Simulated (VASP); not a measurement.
Cu5W, 6 atoms in the cell. It takes space group F-43m (No. 216, cubic). Conventional cell: a = 6.738 Å, b = 6.738 Å, c = 6.738 Å, α = 90.00°, β = 90.00°, γ = 90.00°. Within 3.7 Å of W (site symmetry -43m) lie 16 Cu at 2.79 to 2.92 Å. Within 3.7 Å of Cu (site symmetry -43m) lie 12 Cu at 2.79 Å and 4 W at 2.92 Å. Cu (site symmetry 3m) has 9 Cu at 2.38 to 2.79 Å and 3 W at 2.79 Å within 3.1 Å. 

- Program: VASP 6.6.1
- Task: single point
- Functional: PBEsol
- Potentials or basis: VASP PAW PBE potentials, release 64 (W_sv, Cu)
- Cutoff: 520 eV
- k mesh: 9 × 9 × 9
- Occupations: fermi-dirac, width 0.0202 eV
- Spin: no spin polarisation
- Dipole correction: no
- k mesh for the DOS: 14 × 14 × 14
- Occupations for the DOS: tetrahedron
- Further INCAR settings: ALGO = Normal; EDIFF = 1e-07; NBANDS = 44

Potentials or basis: VASP PAW PBE potentials, release 64 (W_sv, Cu).

Command:

```bash
$ cat potpaw_PBE.64/W_sv/POTCAR potpaw_PBE.64/Cu/POTCAR > POTCAR
$ cp INCAR.step1 INCAR
$ cp KPOINTS.step1 KPOINTS
$ mpirun -np 1 vasp_std > vasp.out
$ cp INCAR.step2 INCAR
$ cp KPOINTS.step2 KPOINTS
$ mpirun -np 1 vasp_std > vasp.out
```

Hardware: 1 thread of Intel Xeon 8259CL (shared host).

Problem. Estimate the wall time of this run.

Solution. Run time: 9.9 min on 1 thread of Intel Xeon 8259CL, with other jobs on the host, peak memory 0.4 GiB. Counts: k points 104.
